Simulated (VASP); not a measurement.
A run of VASP 6.6.1 is set up as follows.

File INCAR:

```
ALGO = Normal
EDIFF = 1E-6
ENCUT = 520
GGA = PE
ISIF = 2
ISMEAR = 0
LASPH = True
LCHARG = False
LREAL = False
LWAVE = False
NBANDS = 28
NELM = 100
PREC = Accurate
SIGMA = 0.1
```

File KPOINTS:

```
k-points
0
Gamma
  4 4 4
```

File POSCAR:

```
TaSi2
1.0
    4.5182925375      0.0000000000      0.0000000000
    0.0000000000      4.5182925375      0.0000000000
    0.0000000000      0.0000000000      4.5182925375
Ta Si
2 4
Direct
    0.0000000000      0.0000000000      0.0000000000
    0.5000000000      0.5000000000      0.5000000000
    0.2500000000      0.2500000000      0.2500000000
    0.2500000000      0.7500000000      0.7500000000
    0.7500000000      0.7500000000      0.2500000000
    0.7500000000      0.2500000000      0.7500000000
```

Potentials or basis: VASP PAW PBE potentials, release 64 (Ta_pv, Si).

The run is started by

```bash
$ cat potpaw_PBE.64/Ta_pv/POTCAR potpaw_PBE.64/Si/POTCAR > POTCAR
$ mpirun -np 1 vasp_std > vasp.out
```

Predict the band gap on the k mesh.

zero (bands 19 and 20 overlap by 2.14 eV).

What does it give for the pressure?

115.4 GPa.

Caveat: the cell stands under pressure; spin-orbit coupling is left out, which moves the levels of the heavy elements.
